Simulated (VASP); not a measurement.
# KCl (Pm-3m) in VASP: a series of runs

KCl is run at these levels: PBEsol; tasks: single point.

All numbers are computed with VASP 6.6.1; they aren't measurements. Logs are shortened: lines on timing, memory, paths and dates and some standing lists are left out, and cuts for length are marked.

## Step 1: The cell of the first run

It takes space group Pm-3m (No. 221, cubic). Conventional cell: a = 3.560 Å, b = 3.560 Å, c = 3.560 Å, α = 90.00°, β = 90.00°, γ = 90.00°. K (site symmetry m-3m) has 8 Cl at 3.08 Å and 6 K at 3.56 Å within 4.1 Å. Cl (site symmetry m-3m) has 8 K at 3.08 Å and 6 Cl at 3.56 Å within 4.1 Å.

## Step 2: Single point, PBEsol (volume scaled by 0.94)

Input file INCAR:

```
SYSTEM = KCl
  ALGO = Normal
  EDIFF = 1E-7
  ENCUT = 520
  GGA = PS
  ISIF = 2
  ISMEAR = -1
  LASPH = .TRUE.
  LCHARG = .FALSE.
  LREAL = .FALSE.
  LWAVE = .FALSE.
  NBANDS = 15
  NELM = 100
  PREC = Accurate
  SIGMA = 0.02
```

Input file KPOINTS:

```
k-points
0
G
  7 7 7
  0 0 0
```

Input file POSCAR:

```
KCl
1.0
    3.5598159191      0.0000000000      0.0000000000
    0.0000000000      3.5598159191      0.0000000000
    0.0000000000      0.0000000000      3.5598159191
K Cl
1 1
Direct
    0.0000000000      0.0000000000      0.0000000000
    0.5000000000      0.5000000000      0.5000000000
```

Potentials or basis: VASP PAW PBE potentials, release 64 (K_sv, Cl).

Run with:

```console
> cat potpaw_PBE.64/K_sv/POTCAR potpaw_PBE.64/Cl/POTCAR > POTCAR
> mpirun -np 1 vasp_std > vasp.out
```

OUTCAR:

```text
SYSTEM = KCl
   EDIFF = 1E-7
   ENCUT = 520
   GGA = PS
   ISIF = 2
   ISMEAR = -1
   LASPH = .TRUE.
   LREAL = .FALSE.
   NELM = 100
   PREC = Accurate

 ion  position               nearest neighbor table
   1  0.000  0.000  0.000-   2 3.08   2 3.08   2 3.08   2 3.08   2 3.08   2 3.08   2 3.08   2 3.08

   2  0.500  0.500  0.500-   1 3.08   1 3.08   1 3.08   1 3.08   1 3.08   1 3.08   1 3.08   1 3.08

  LATTYP: Found a simple cubic cell.
 ALAT       =     3.5598159191

  Lattice vectors:

 A1 = (   3.5598159191,   0.0000000000,   0.0000000000)
 A2 = (   0.0000000000,   3.5598159191,   0.0000000000)
 A3 = (   0.0000000000,   0.0000000000,   3.5598159191)

Analysis of symmetry for initial positions (statically):
=====================================================================
 Subroutine PRICEL returns:
 Original cell was already a primitive cell.

 Routine SETGRP: Setting up the symmetry group for a
 simple cubic supercell.

 Subroutine GETGRP returns: Found 48 space group operations
 (whereof 48 operations were pure point group operations)
 out of a pool of 48 trial point group operations.

The static configuration has the point symmetry O_h .

Analysis of symmetry for dynamics (positions and initial velocities):
=====================================================================
 Subroutine PRICEL returns:
 Original cell was already a primitive cell.

 Routine SETGRP: Setting up the symmetry group for a
 simple cubic supercell.

 Subroutine GETGRP returns: Found 48 space group operations
 (whereof 48 operations were pure point group operations)
 out of a pool of 48 trial point group operations.

The dynamic configuration has the point symmetry O_h .

 Subroutine INISYM returns: Found 48 space group operations
 (whereof 48 operations are pure point group operations),
 and found     1 'primitive' translations

----------------------------------------------------------------------------------------

                                     Primitive cell

  volume of cell :      45.1110

  direct lattice vectors                    reciprocal lattice vectors
     3.559815919  0.000000000  0.000000000     0.280913402  0.000000000  0.000000000
     0.000000000  3.559815919  0.000000000     0.000000000  0.280913402  0.000000000
     0.000000000  0.000000000  3.559815919     0.000000000  0.000000000  0.280913402

  length of vectors
     3.559815919  3.559815919  3.559815919     0.280913402  0.280913402  0.280913402

  position of ions in fractional coordinates (direct lattice)
     0.000000000  0.000000000  0.000000000
     0.500000000  0.500000000  0.500000000

  ion indices of the primitive-cell ions
   primitive index   ion index
                 1           1
                 2           2

----------------------------------------------------------------------------------------

 KPOINTS: k-points

Automatic generation of k-mesh.
 Grid dimensions read from file:
 generate k-points for:    7    7    7

 Generating k-lattice:

  Cartesian coordinates                     Fractional coordinates (reciprocal lattice)
     0.040130486  0.000000000  0.000000000     0.142857143  0.000000000  0.000000000
     0.000000000  0.040130486  0.000000000     0.000000000  0.142857143  0.000000000
     0.000000000  0.000000000  0.040130486     0.000000000  0.000000000  0.142857143

  Length of vectors
     0.040130486  0.040130486  0.040130486

  Shift w.r.t. Gamma in fractional coordinates (k-lattice)
     0.000000000  0.000000000  0.000000000

 Subroutine IBZKPT returns following result:
 ===========================================

 Found     20 irreducible k-points:

 Following reciprocal coordinates:
            Coordinates               Weight
  0.000000  0.000000  0.000000      1.000000
  0.142857  0.000000  0.000000      6.000000
  0.285714  0.000000  0.000000      6.000000
  0.428571  0.000000  0.000000      6.000000
  0.142857  0.142857  0.000000     12.000000
  0.285714  0.142857  0.000000     24.000000
[... 12 lines left out ...]
  0.428571  0.428571  0.285714     24.000000
  0.428571  0.428571  0.428571      8.000000
   k-points           NKPTS =     20   k-points in BZ     NKDIM =     20   number of bands    NBANDS=     15
   number of dos      NEDOS =    301   number of ions     NIONS =      2
   total plane-waves  NPLWV =  21952
   dimension x,y,z NGX =    28 NGY =   28 NGZ =   28
   dimension x,y,z NGXF=    56 NGYF=   56 NGZF=   56
   ions per type =               1   1
   NGX,Y,Z   is equivalent  to a cutoff of  13.08, 13.08, 13.08 a.u.
   NGXF,Y,Z  is equivalent  to a cutoff of  26.15, 26.15, 26.15 a.u.
 SYSTEM =  KCl
   PREC   = accura    normal or accurate (medium, high low for compatibility)
   ISTART =      0    job   : 0-new  1-cont  2-samecut
   ICHARG =      2    charge: 1-file 2-atom 10-const
   ISPIN  =      1    spin polarized calculation?
   LNONCOLLINEAR =      F non collinear calculations
   LSORBIT =      F    spin-orbit coupling
   LASPH  =      T    aspherical Exc in radial PAW
   ENCUT  =  520.0 eV  38.22 Ry    6.18 a.u.   6.62  6.62  6.62*2*pi/ulx,y,z
   NELM   =    100;   NELMIN=  2; NELMDL= -5     # of ELM steps
   EDIFF  = 0.1E-06   stopping-criterion for ELM
   LREAL  =      F    real-space projection
   EDIFFG = 0.1E-05   stopping-criterion for IOM
   NSW    =      0    number of steps for IOM
   IBRION =     -1    ionic relax: 0-MD 1-quasi-New 2-CG
   NFREE  =      0    steps in history (QN), initial steepest desc. (CG)
   ISIF   =      2    stress and relaxation
   ISYM   =      2    0-nonsym 1-usesym 2-fastsym
   POTIM  = 0.5000    time-step for ionic-motion
   TEBEG  =    0.0;   TEEND  =   0.0 temperature during run
   PSTRESS=    0.0 pullay stress
   NELECT =      16.0000    total number of electrons
   NUPDOWN=      -1.0000    fix difference up-down
   EMIN   =  10.00;   EMAX   =-10.00  energy-range for DOS
   EFERMI =   0.00;   METHOD = LEGACY
   ISMEAR =    -1;   SIGMA  =   0.02  broadening in eV -4-tet -1-fermi 0-gaus
   EFERMI_NEDOS =   21; number of points for ismear=-14 and -15
   IALGO  =     38    algorithm
   IMIX   =      4    mixing-type and parameters
     AMIX     =   0.40;   BMIX     =  1.00
     AMIX_MAG =   1.60;   BMIX_MAG =  1.00
  volume/ion in A,a.u.               =      22.56       152.21
  Fermi-wavevector in a.u.,A,eV,Ry     =   1.158832  2.189876 18.271161  1.342892
  Thomas-Fermi vector in A             =   2.295431
   LORBIT       =      0    0 simple, 1 ext, 2 COOP (PROOUT), +10 PAW based schemes
   GGA     = PS    functional components
   LHFCALC =     F    Hartree Fock is set to
   AEXX    =    0.0000 exact exchange contribution
   IVDW    =     0    specifies the selected vdW correction
   LEPSILON=     F    determine dielectric tensor
   LRPA    =     F    only Hartree local field effects (RPA)
 non-spin polarized calculation
  energy-cutoff  :      520.00
  volume of cell :       45.11
 maximum number of plane-waves:      1235
 NGX is ok and might be reduce to    28
   NGX = 13   NGY = 13   NGZ = 13

 number of electron      16.0000005 magnetization

 Free energy of the ion-electron system (eV)
  ---------------------------------------------------
  ext. energy  EPLUGINS =         0.00000000
  ---------------------------------------------------
  free energy    TOTEN  =        -6.82067720 eV

  energy without entropy =       -6.82067720  energy(sigma->0) =       -6.82067720

 E-fermi :   0.8277     XC(G=0):  -9.3273

 val. band max:        0.3495669097   @ k =   0.4286   0.4286   0.0000
 cond. band min:       6.0921062351   @ k =   0.0000   0.0000   0.0000
 fundamental gap:      5.7425393255
 Fermi energy:         0.8277223646

 k-point     1 :       0.0000    0.0000    0.0000
  band No.  band energies     occupation
      1     -27.2077      2.00000
      2     -12.6748      2.00000
      3     -10.5969      2.00000
      4     -10.5969      2.00000
      5     -10.5969      2.00000
      6       0.1420      2.00000
      7       0.1420      2.00000
      8       0.1420      2.00000
      9       6.0921      0.00000
     10       6.4771      0.00000
     11       6.4771      0.00000
     12      11.5539      0.00000
     13      11.5539      0.00000
     14      11.5539      0.00000
     15      14.8399      0.00000

 k-point     2 :       0.1429    0.0000    0.0000
  band No.  band energies     occupation
      1     -27.1979      2.00000
      2     -12.7243      2.00000
      3     -10.5832      2.00000
      4     -10.5832      2.00000
      5     -10.5639      2.00000
      6      -0.4029      2.00000
      7       0.1237      2.00000
      8       0.1237      2.00000
      9       6.6140      0.00000
     10       6.6795      0.00000
     11       7.1325      0.00000
     12      11.4802      0.00000
     13      11.4802      0.00000
     14      11.6826      0.00000
     15      13.8749      0.00000

 k-point     3 :       0.2857    0.0000    0.0000
  band No.  band energies     occupation
      1     -27.1757      2.00000
      2     -12.8419      2.00000
      3     -10.5521      2.00000
      4     -10.5521      2.00000
      5     -10.4710      2.00000
      6      -1.3770      2.00000
      7       0.0806      2.00000
      8       0.0806      2.00000
      9       7.2604      0.00000
     10       7.7241      0.00000
     11       8.6021      0.00000
     12      11.4348      0.00000
     13      11.4348      0.00000
     14      12.0151      0.00000
     15      12.1173      0.00000
[... 271 lines left out ...]
 k-point    19 :       0.4286    0.4286    0.2857
  band No.  band energies     occupation
      1     -27.0873      2.00000
      2     -12.1286      2.00000
      3     -10.9589      2.00000
      4     -10.9149      2.00000
      5     -10.7620      2.00000
      6      -1.3928      2.00000
      7      -1.3843      2.00000
      8      -0.9068      2.00000
      9       8.2245      0.00000
     10       9.2788      0.00000
     11       9.4398      0.00000
     12      10.2657      0.00000
     13      11.7993      0.00000
     14      11.8216      0.00000
     15      14.0285      0.00000

 k-point    20 :       0.4286    0.4286    0.4286
  band No.  band energies     occupation
      1     -27.0726      2.00000
      2     -12.0045      2.00000
      3     -10.9142      2.00000
      4     -10.9113      2.00000
      5     -10.9113      2.00000
      6      -1.5183      2.00000
      7      -1.5183      2.00000
      8      -1.4300      2.00000
      9       9.2077      0.00000
     10       9.5922      0.00000
     11       9.5922      0.00000
     12      11.2850      0.00000
     13      11.2975      0.00000
     14      11.2975      0.00000
     15      13.9157      0.00000

------------------------ aborting loop because EDIFF is reached ----------------------------------------

  FORCE on cell =-STRESS in cart. coord.  units (eV):
  Direction    XX          YY          ZZ          XY          YZ          ZX
  --------------------------------------------------------------------------------------
  -------------------------------------------------------------------------------------
  Total        1.3358038      1.3358038      1.3358038      0.0000000      0.0000000     -0.0000000
  in kB       47.4428361     47.4428361     47.4428361      0.0000000      0.0000000     -0.0000000
  external PRESSURE =      47.4428361 kB  Pullay stress =       0.0000000 kB

 VOLUME and BASIS-vectors are now :
 -----------------------------------------------------------------------------
  energy-cutoff  :      520.00
  volume of cell :       45.11
      direct lattice vectors                 reciprocal lattice vectors
     3.559815919  0.000000000  0.000000000     0.280913402  0.000000000  0.000000000
     0.000000000  3.559815919  0.000000000     0.000000000  0.280913402  0.000000000
     0.000000000  0.000000000  3.559815919     0.000000000  0.000000000  0.280913402

 POSITION                                       TOTAL-FORCE (eV/Angst)
 -----------------------------------------------------------------------------------
      0.00000      0.00000      0.00000         0.000000      0.000000      0.000000
      1.77991      1.77991      1.77991         0.000000      0.000000      0.000000
 -----------------------------------------------------------------------------------
    total drift:                               -0.000000      0.000000      0.000000

  FREE ENERGIE OF THE ION-ELECTRON SYSTEM (eV)
  ---------------------------------------------------
  free  energy   TOTEN  =        -6.8206771995 eV

  energy  without entropy=       -6.8206771995  energy(sigma->0) =       -6.82067720
```

It took 11 s on 1 thread of Intel Xeon Platinum 8259CL at 2.50GHz (Skylake/Cascade Lake), shared host; peak memory 0.16 GiB.

What came out:

* Free energy: -6.8207 eV
* Pressure: 4.7 GPa
* Band gap on the k mesh: 5.74 eV, indirect (least direct gap 5.95 eV)

Levels at points of the mesh, in eV from the valence-band top:
```
           k point  band 6  band 7  band 8  band 9  band 10  band 11
(0.00, 0.00, 0.00)   -0.21   -0.21   -0.21    5.74     6.13     6.13
```

Caveat: the PAW data sets were made with another functional, which shifts forces and pressure a little. A k mesh can miss the band edges.

## Step 3: Single point, PBEsol (volume scaled by 0.96)

Input file INCAR:

```
SYSTEM = KCl
PREC     = Accurate       ! precision mode
ENCUT    = 520            ! plane-wave cutoff, eV
EDIFF    = 1E-6           ! SCF threshold, eV
ISMEAR   = -1             ! smearing method
SIGMA    = 0.02           ! smearing width, eV
LREAL    = .False.        ! projectors in reciprocal space
LASPH    = .True.         ! aspherical terms in the spheres
NELM     = 100            ! most SCF steps
ALGO     = Normal         ! electronic algorithm
ISIF     = 2              ! what is computed and relaxed
LWAVE    = .False.        ! write WAVECAR
LCHARG   = .True.         ! write CHGCAR
GGA      = PS             ! functional
LELF     = .True.         ! ELF
LVHAR    = .True.       
NBANDS   = 15             ! bands
```

Input file KPOINTS:

```
Automatic mesh
0
Gamma
  7 7 7
  0 0 0
```

Input file POSCAR:

```
KCl
1.0
    3.5848858712      0.0000000000      0.0000000000
    0.0000000000      3.5848858712      0.0000000000
    0.0000000000      0.0000000000      3.5848858712
K Cl
1 1
Direct
    0.0000000000      0.0000000000      0.0000000000
    0.5000000000      0.5000000000      0.5000000000
```

Potentials or basis: VASP PAW PBE potentials, release 64 (K_sv, Cl).

Run with:

```console
> cat potpaw_PBE.64/K_sv/POTCAR potpaw_PBE.64/Cl/POTCAR > POTCAR
> mpirun -np 1 vasp_std > vasp.out
```

Wall time 13 s (1 thread of Intel Xeon Platinum 8259CL at 2.50GHz (Skylake/Cascade Lake), shared host); peak memory 0.16 GiB.

Results (log left out):

```yaml
Free_energy: -6.8468 eV
Pressure: 3.9 GPa
Band_gap_on_the_k_mesh: 5.62 eV, indirect (least direct gap 5.83 eV)
```

Levels at points of the mesh, in eV from the valence-band top:
| k point | band 6 | band 7 | band 8 | band 9 | band 10 | band 11 |
| --- | --- | --- | --- | --- | --- | --- |
| (0.00, 0.00, 0.00) | -0.21 | -0.21 | -0.21 | 5.62 | 6.17 | 6.17 |

Caveat: the PAW data sets were made with another functional, which shifts forces and pressure a little.
